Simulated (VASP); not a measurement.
A run of VASP 6.6.1 is set up as follows.

Contents of INCAR:

```
SYSTEM = Al2InAs3
ALGO = Normal
EDIFF = 1E-7
EDIFFG = -0.01
ENCUT = 600
GGA = PE
IBRION = 2
ISIF = 4
ISMEAR = 0
LASPH = .TRUE.
LCHARG = .FALSE.
LREAL = .FALSE.
LWAVE = .FALSE.
NELM = 80
NSW = 50
PREC = Accurate
SIGMA = 0.02
```

KPOINTS

```
k-points
0
G
  6 6 4
  0 0 0
```

Contents of POSCAR:

```
Al2InAs3
1.0
    4.2373066630      0.0000000000      0.0000000000
   -2.1186533315      3.6696152138      0.0000000000
    0.0000000000      0.0000000000     10.3879085336
Al In As
2 1 3
Direct
    0.0000000000      0.0000000000      0.0064527333
    0.6666666667      0.3333333333      0.3270651970
    0.3333333333      0.6666666667      0.6654764238
    0.0000000000      0.0000000000      0.7645914739
    0.3333333333      0.6666666667      0.4032351640
    0.6666666667      0.3333333333      0.0831790079
```

Potentials or basis: VASP PAW PBE potentials, release 64 (Al, In_d, As).

Command:

```sh
$ cat potpaw_PBE.64/Al/POTCAR potpaw_PBE.64/In_d/POTCAR potpaw_PBE.64/As/POTCAR > POTCAR
$ mpirun -np 1 vasp_std > vasp.out
```

Estimate the band gap on the k mesh.

0.32 eV.

The path:
```
step  energy change (eV)  largest force (eV/Å)  pressure (GPa)  volume (Å³)
   1              0.0000                0.0464           -3.00       161.52
   2             -0.0002                0.0231           -2.99       161.52
   3             -0.0002                0.0138           -2.99       161.52
   4             -0.0002                0.0076           -2.99       161.52
```

Caveat: semilocal functionals underestimate gaps, and a narrow one can read as zero; spin-orbit coupling is left out, which moves the levels of the heavy elements.
